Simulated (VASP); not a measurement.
Input of a VASP 6.6.1 run:

Contents of INCAR:

```
PREC = Accurate ; ENCUT = 520
EDIFF = 1E-6 ; ISMEAR = 0
SIGMA = 0.02 ; LREAL = Auto
LASPH = T ; NELM = 60
ALGO = Normal ; ISIF = 2
LWAVE = F ; LCHARG = F
GGA = PE ; NBANDS = 84
NELECT = 130.0
```

Contents of KPOINTS:

```
Automatic mesh
0
Gamma
  2 2 2
```

The input POSCAR:

```
LiSi8O16
1.0
   -4.1337000000     -4.1337000000      0.0000000000
    4.1337000000     -4.1337000000      0.0000000000
    0.0000000000      0.0000000000      5.3034000000
Si O Li
8 16 1
Direct
    0.4988772770      0.4964426543      0.0060696911
    0.0014808767      0.5016463459      0.2523096504
    0.5140997170      0.5138841716      0.5013019949
   -0.0081955633      0.5113283499      0.7591094392
    0.0017531509      0.0040508503      0.0060696911
    0.4991494303     -0.0011529622      0.2523096504
   -0.0134691681     -0.0133910298      0.5013018064
    0.5088262332     -0.0108350872      0.7591096278
    0.1950097975      0.4998480780      0.0013947656
    0.0077781406      0.1956444590      0.2618778519
    0.8025636839      0.4933789341      0.0076132292
   -0.0030050560      0.8035658127      0.2492005129
    0.1962587996      0.5205549508      0.5061654787
   -0.0022945545      0.1969051939      0.7501689482
    0.8077510463      0.5033694995      0.5028856960
   -0.0080521083      0.8071338026      0.7587764453
    0.6980668650      0.0071149334      0.0076134178
    0.5036356049      0.6969275709      0.2492005129
    0.3056207514      0.0006453057      0.0013947656
    0.4928527711      0.3048490456      0.2618778519
    0.6928795026     -0.0028753901      0.5028858845
    0.5086826572      0.6933595810      0.7587764453
    0.3043717493     -0.0200615671      0.5061656673
    0.5029248615      0.3035881898      0.7501689482
    0.2503152140      0.2502465104      0.5899000641
```

Potentials or basis: VASP PAW PBE potentials, release 64 (Si, O, Li_sv).

Launch:

```console
$ cat potpaw_PBE.64/Si/POTCAR potpaw_PBE.64/O/POTCAR potpaw_PBE.64/Li_sv/POTCAR > POTCAR
$ mpirun -np 1 vasp_std > vasp.out
```

**Question.** Predict the largest force.

**Answer.** 0.225 eV/Å.

Forces in eV/Å, atoms in the order of the input:
```
Si  -0.017  0.003 -0.002
Si   0.021 -0.022  0.014
Si   0.028 -0.026  0.008
Si  -0.001  0.010  0.011
Si   0.017 -0.003 -0.002
Si  -0.021  0.022  0.014
Si  -0.028  0.026  0.008
Si   0.001 -0.010  0.011
O    0.004 -0.025  0.022
O   -0.009 -0.028  0.018
O   -0.014  0.033  0.014
O    0.021  0.032 -0.013
O    0.078 -0.077 -0.014
O   -0.011 -0.021  0.018
O   -0.013  0.023  0.012
O   -0.007  0.023  0.025
O    0.014 -0.033  0.014
O   -0.021 -0.032 -0.013
O   -0.004  0.025  0.022
O    0.009  0.028  0.018
O    0.013 -0.023  0.012
O    0.007 -0.023  0.025
O   -0.078  0.077 -0.014
O    0.011  0.021  0.018
Li   0.000  0.000 -0.225
```

Caveat: the k points lie up to 0.59 Å⁻¹ apart; the cell carries a net charge on a neutralising background, which shifts energy and pressure.
